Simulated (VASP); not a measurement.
# Ir (Pm-3m) in VASP: single point with LDA

Aim: the single point of Ir with LDA.

All numbers are computed with VASP 6.6.1; they aren't measurements. Logs are shortened: lines on timing, memory, paths and dates and some standing lists are left out, and cuts for length are marked.

## Step 1: The cell of the first run

Symmetry: Pm-3m, No. 221, cubic system. The conventional cell has a = 4.217 Å, b = 4.217 Å, c = 4.217 Å, α = 90.00°, β = 90.00°, γ = 90.00°. Ir (site symmetry m-3m) has 6 Ir at 4.22 Å within 5.5 Å.

## Step 2: Single point, LDA

File INCAR:

```
SYSTEM = Ir
PREC     = Accurate       ! precision mode
ENCUT    = 520            ! plane-wave cutoff, eV
EDIFF    = 1E-7           ! SCF threshold, eV
ISMEAR   = -1             ! smearing method
SIGMA    = 0.1            ! smearing width, eV
LREAL    = .FALSE.        ! projectors in reciprocal space
LASPH    = .TRUE.         ! aspherical terms in the spheres
NELM     = 80             ! most SCF steps
ALGO     = Normal         ! electronic algorithm
ISIF     = 2              ! what is computed and relaxed
LWAVE    = .FALSE.        ! write WAVECAR
LCHARG   = .TRUE.         ! write CHGCAR
GGA      = CA             ! functional
LELF     = .TRUE.         ! ELF
LVHAR    = .TRUE.       
NBANDS   = 10             ! bands
```

File KPOINTS:

```
regular mesh
0
G
  6 6 6
  0 0 0
```

File POSCAR:

```
Ir
1.0
    4.2167040000      0.0000000000      0.0000000000
    0.0000000000      4.2167040000      0.0000000000
    0.0000000000      0.0000000000      4.2167040000
Ir
1
Direct
    0.0000000000      0.0000000000      0.0000000000
```

Potentials or basis: VASP PAW LDA potentials, release 64 (Ir).

Run with:

```bash
> cat potpaw_LDA.64/Ir/POTCAR > POTCAR
> mpirun -np 1 vasp_std > vasp.out
```

OUTCAR:

```text
SYSTEM = Ir
   PREC = Accurate
   ENCUT = 520
   EDIFF = 1E-7
   ISMEAR = -1
   LREAL = .FALSE.
   LASPH = .TRUE.
   NELM = 80
   ISIF = 2
   GGA = CA

 ion  position               nearest neighbor table
   1  0.000  0.000  0.000-

  LATTYP: Found a simple cubic cell.
 ALAT       =     4.2167040000

  Lattice vectors:

 A1 = (   4.2167040000,   0.0000000000,   0.0000000000)
 A2 = (   0.0000000000,   4.2167040000,   0.0000000000)
 A3 = (   0.0000000000,   0.0000000000,   4.2167040000)

Analysis of symmetry for initial positions (statically):
=====================================================================
 Subroutine PRICEL returns:
 Original cell was already a primitive cell.

 Routine SETGRP: Setting up the symmetry group for a
 simple cubic supercell.

 Subroutine GETGRP returns: Found 48 space group operations
 (whereof 48 operations were pure point group operations)
 out of a pool of 48 trial point group operations.

The static configuration has the point symmetry O_h .

Analysis of symmetry for dynamics (positions and initial velocities):
=====================================================================
 Subroutine PRICEL returns:
 Original cell was already a primitive cell.

 Routine SETGRP: Setting up the symmetry group for a
 simple cubic supercell.

 Subroutine GETGRP returns: Found 48 space group operations
 (whereof 48 operations were pure point group operations)
 out of a pool of 48 trial point group operations.

The dynamic configuration has the point symmetry O_h .

 Subroutine INISYM returns: Found 48 space group operations
 (whereof 48 operations are pure point group operations),
 and found     1 'primitive' translations

----------------------------------------------------------------------------------------

                                     Primitive cell

  volume of cell :      74.9755

  direct lattice vectors                    reciprocal lattice vectors
     4.216704000  0.000000000  0.000000000     0.237152051  0.000000000  0.000000000
     0.000000000  4.216704000  0.000000000     0.000000000  0.237152051  0.000000000
     0.000000000  0.000000000  4.216704000     0.000000000  0.000000000  0.237152051

  length of vectors
[... 75 lines left out ...]
   EDIFF  = 0.1E-06   stopping-criterion for ELM
   LREAL  =      F    real-space projection
   EDIFFG = 0.1E-05   stopping-criterion for IOM
   NSW    =      0    number of steps for IOM
   IBRION =     -1    ionic relax: 0-MD 1-quasi-New 2-CG
   NFREE  =      0    steps in history (QN), initial steepest desc. (CG)
   ISIF   =      2    stress and relaxation
   ISYM   =      2    0-nonsym 1-usesym 2-fastsym
   POTIM  = 0.5000    time-step for ionic-motion
   TEBEG  =    0.0;   TEEND  =   0.0 temperature during run
   PSTRESS=    0.0 pullay stress
   NELECT =       9.0000    total number of electrons
   NUPDOWN=      -1.0000    fix difference up-down
   EMIN   =  10.00;   EMAX   =-10.00  energy-range for DOS
   EFERMI =   0.00;   METHOD = LEGACY
   ISMEAR =    -1;   SIGMA  =   0.10  broadening in eV -4-tet -1-fermi 0-gaus
   EFERMI_NEDOS =   21; number of points for ismear=-14 and -15
   IALGO  =     38    algorithm
   IMIX   =      4    mixing-type and parameters
     AMIX     =   0.40;   BMIX     =  1.00
     AMIX_MAG =   1.60;   BMIX_MAG =  1.00
  volume/ion in A,a.u.               =      74.98       505.96
  Fermi-wavevector in a.u.,A,eV,Ry     =   0.807574  1.526094  8.873399  0.652176
  Thomas-Fermi vector in A             =   1.916219
   LORBIT       =      0    0 simple, 1 ext, 2 COOP (PROOUT), +10 PAW based schemes
   GGA     = CA    functional components
   LHFCALC =     F    Hartree Fock is set to
   AEXX    =    0.0000 exact exchange contribution
   IVDW    =     0    specifies the selected vdW correction
   LEPSILON=     F    determine dielectric tensor
   LRPA    =     F    only Hartree local field effects (RPA)
 non-spin polarized calculation
  energy-cutoff  :      520.00
  volume of cell :       74.98
 maximum number of plane-waves:      2040
 NGX is ok and might be reduce to    32
   NGX = 15   NGY = 15   NGZ = 15

 number of electron       9.0000001 magnetization

 Free energy of the ion-electron system (eV)
  ---------------------------------------------------
  ext. energy  EPLUGINS =         0.00000000
  ---------------------------------------------------
  free energy    TOTEN  =        -1.87313355 eV

  energy without entropy =       -1.50132060  energy(sigma->0) =       -1.68722708

 E-fermi :  -3.1140     XC(G=0):  -6.2400

 val. band max:       -3.1216144399   @ k =   0.3333   0.1667   0.1667
 cond. band min:      -3.1118787930   @ k =   0.0000   0.0000   0.0000
 fundamental gap:      0.0097356469
 Fermi energy:        -3.1139958528

 k-point     1 :       0.0000    0.0000    0.0000
  band No.  band energies     occupation
      1      -4.8569      2.00000
      2      -3.7219      1.99543
      3      -3.7219      1.99543
      4      -3.1119      0.98942
      5      -3.1119      0.98941
      6      -3.1119      0.98941
      7       4.5643      0.00000
      8       4.5643      0.00000
      9       4.5643      0.00000
     10       5.7194      0.00000
[... 235 lines left out ...]
 k-point    20 :       0.5000    0.5000    0.5000
  band No.  band energies     occupation
      1      -3.5243      1.96750
      2      -3.5243      1.96750
      3      -3.5243      1.96750
      4      -2.9716      0.38793
      5      -2.9716      0.38793
      6      -1.1846      0.00000
      7       1.9423      0.00000
      8       1.9423      0.00000
      9       1.9423      0.00000
     10       5.6585      0.00000

------------------------ aborting loop because EDIFF is reached ----------------------------------------

  FORCE on cell =-STRESS in cart. coord.  units (eV):
  Direction    XX          YY          ZZ          XY          YZ          ZX
  --------------------------------------------------------------------------------------
  -------------------------------------------------------------------------------------
  Total       -2.6452693     -2.6452693     -2.6452693     -0.0000000      0.0000000     -0.0000000
  in kB      -56.5276752    -56.5276752    -56.5276752     -0.0000000      0.0000000     -0.0000000
  external PRESSURE =     -56.5276752 kB  Pullay stress =       0.0000000 kB

 VOLUME and BASIS-vectors are now :
 -----------------------------------------------------------------------------
  energy-cutoff  :      520.00
  volume of cell :       74.98
      direct lattice vectors                 reciprocal lattice vectors
     4.216704000  0.000000000  0.000000000     0.237152051  0.000000000  0.000000000
     0.000000000  4.216704000  0.000000000     0.000000000  0.237152051  0.000000000
     0.000000000  0.000000000  4.216704000     0.000000000  0.000000000  0.237152051

 POSITION                                       TOTAL-FORCE (eV/Angst)
 -----------------------------------------------------------------------------------
      0.00000      0.00000      0.00000         0.000000      0.000000      0.000000
 -----------------------------------------------------------------------------------
    total drift:                                0.000000     -0.000000      0.000000

  FREE ENERGIE OF THE ION-ELECTRON SYSTEM (eV)
  ---------------------------------------------------
  free  energy   TOTEN  =        -1.8731335510 eV

  energy  without entropy=       -1.5013205998  energy(sigma->0) =       -1.68722708
```

OSZICAR:

```text
N       E                     dE             d eps       ncg     rms          rms(c)
DAV:   1     0.431993852058E+02    0.43199E+02   -0.29982E+03   400   0.635E+02
DAV:   2     0.120491017500E+01   -0.41994E+02   -0.38867E+02   416   0.130E+02
DAV:   3    -0.194391779397E+01   -0.31488E+01   -0.29942E+01   450   0.371E+01
DAV:   4    -0.199637196475E+01   -0.52454E-01   -0.52070E-01   428   0.630E+00
DAV:   5    -0.199720130099E+01   -0.82934E-03   -0.82923E-03   442   0.724E-01    0.201E+00
DAV:   6    -0.188658257673E+01    0.11062E+00   -0.12420E+00   514   0.783E+00    0.217E+00
DAV:   7    -0.187320751184E+01    0.13375E-01   -0.85219E-02   484   0.232E+00    0.773E-01
DAV:   8    -0.187305128733E+01    0.15622E-03   -0.21974E-03   418   0.528E-01    0.814E-02
DAV:   9    -0.187305591774E+01   -0.46304E-05   -0.12197E-04   412   0.653E-02    0.402E-02
DAV:  10    -0.187312542793E+01   -0.69510E-04   -0.98358E-05   400   0.719E-02    0.407E-02
DAV:  11    -0.187313321669E+01   -0.77888E-05   -0.12293E-05   416   0.182E-02    0.671E-03
DAV:  12    -0.187313370675E+01   -0.49005E-06   -0.24551E-06   418   0.736E-03    0.354E-03
DAV:  13    -0.187313357519E+01    0.13156E-06   -0.27138E-07   372   0.279E-03    0.279E-04
DAV:  14    -0.187313355098E+01    0.24214E-07   -0.38567E-08   212   0.138E-03
   1 F= -.18731336E+01 E0= -.16872271E+01  d E =-.371813E+00
```

stdout:

```text
POSCAR found type information on POSCAR Ir
 POSCAR found :  1 types and       1 ions
 scaLAPACK will be used
 LDA part: xc-table for (Slater(with rela. corr.)+CA(PZ))
 , standard interpolation
 POSCAR, INCAR and KPOINTS ok, starting setup
 FFT: planning ... GRIDC
 FFT: planning ... GRID_SOFT
 FFT: planning ... GRID
 WAVECAR not read
 entering main loop
```

Wall time 9 s (1 thread of Intel Xeon 8259CL, shared host); peak memory 0.15 GiB.

What came out:

* Free energy: -1.8731 eV
* Pressure: -5.7 GPa

Caveat: spin-orbit coupling is left out, which moves the levels of the heavy elements.
